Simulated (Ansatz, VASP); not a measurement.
One calculation of AgRh, two programs

```xyz
2
Lattice="2.7308 0.0000 0.0000 -1.3654 2.3650 0.0000 0.0000 0.0000 4.7127" Properties=species:S:1:pos:R:3 pbc="T T T"
Ag    0.0000    0.0000    2.3563
Rh    1.3654    0.7883    0.0000
```

Alike in both runs: functional r2SCAN; dispersion D4; k mesh 12 × 12 × 6; no spin polarisation.

Ansatz relaxed the structure, and its values are those at the end. VASP's run is a single point on that final structure, the one shown.

|  | VASP | Ansatz |
| --- | --- | --- |
| version | VASP 6.6.1 | Ansatz 0.2.0 |
| potentials or method | VASP PAW PBE potentials, release 64 (Ag, Rh_pv) | plane waves, PAW |
| plane-wave cutoff (eV) | 520 | 500 |
| occupations | methfessel-paxton of order 1, width 0.15 eV | cold, width 0.15 eV |
| valence electrons in the cell | 26 | 36 |

```csv
,VASP,Ansatz,Ansatz less VASP
pressure (GPa),0.6,0.0,-0.67
```

VASP's potentials were made for PBE, not for r2SCAN. VASP's potentials hold 26 valence electrons a cell and Ansatz's 36, so a difference there can come from the potentials and not from the codes. Ansatz's warnings: stress scf threshold loose.
